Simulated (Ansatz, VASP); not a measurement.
**Two plane-wave programs on GaAs**

Contents of INCAR:

```
PREC     = Accurate       # precision mode
ENCUT    = 520            # plane-wave cutoff, eV
EDIFF    = 1E-7           # SCF threshold, eV
ISMEAR   = 1              # smearing method
SIGMA    = 0.5            # smearing width, eV
LREAL    = F              # projectors in reciprocal space
LASPH    = T              # aspherical terms in the spheres
NELM     = 60             # most SCF steps
ALGO     = Normal         # electronic algorithm
ISIF     = 2              # what is computed and relaxed
LWAVE    = F              # write WAVECAR
LCHARG   = F              # write CHGCAR
GGA      = PS             # functional
NBANDS   = 26             # bands
```

KPOINTS

```
Automatic mesh
0
Gamma
  6 6 4
```

File POSCAR:

```
GaAs
1.0
    4.2497555350      0.0000000000      0.0000000000
   -2.1248777675      3.6803962531      0.0000000000
    0.0000000000      0.0000000000      5.7732406470
Ga As
2 2
Direct
    0.3333333333      0.6666666667      0.2500000000
    0.6666666667      0.3333333333      0.7500000000
    0.6666666667      0.3333333333      0.2500000000
    0.3333333333      0.6666666667      0.7500000000
```

Input for Ansatz:

```yaml
crystal:
  lattice:
    - [4.249755535, 0.0, 0.0]
    - [-2.1248777675, 3.6803962531, 0.0]
    - [0.0, 0.0, 5.773240647]
  atoms:
    - { symbol: Ga, position: [0.3333333333, 0.6666666667, 0.25] }
    - { symbol: Ga, position: [0.6666666667, 0.3333333333, 0.75] }
    - { symbol: As, position: [0.6666666667, 0.3333333333, 0.25] }
    - { symbol: As, position: [0.3333333333, 0.6666666667, 0.75] }
kpoints:
  mp_grid: { grid: [6, 6, 4] }
hamiltonian:
  xc: pbesol
scf:
  occupations: { method: cold, width: 0.5 }
  n_extra_bands: 5
output:
  forces: true
  stress: true
  eigenvalues: true
```

Alike in both runs: task single point; functional PBEsol; k mesh 6 × 6 × 4; no spin polarisation.

```csv
,VASP,Ansatz
version,VASP 6.6.1,Ansatz 0.2.0
potentials or method,"VASP PAW PBE potentials, release 64 (Ga_d, As)",plane waves
plane-wave cutoff (eV),520,420
occupations,"methfessel-paxton of order 1, width 0.5 eV","cold, width 0.5 eV"
valence electrons in the cell,36,56
```

Ansatz gave:

| Quantity | Value |
| --- | --- |
| pressure (GPa) | -0.7 |
| traceless stress, the component that is largest in VASP (GPa) | -1.19 |

Question: Which values does VASP return?

Answer: Pressure (GPa): -0.4; traceless stress, the component that is largest in VASP (GPa): -1.37.

VASP's potentials were made for PBE, not for PBEsol. VASP's potentials hold 36 valence electrons a cell and Ansatz's 56, so a difference there can come from the potentials and not from the codes.
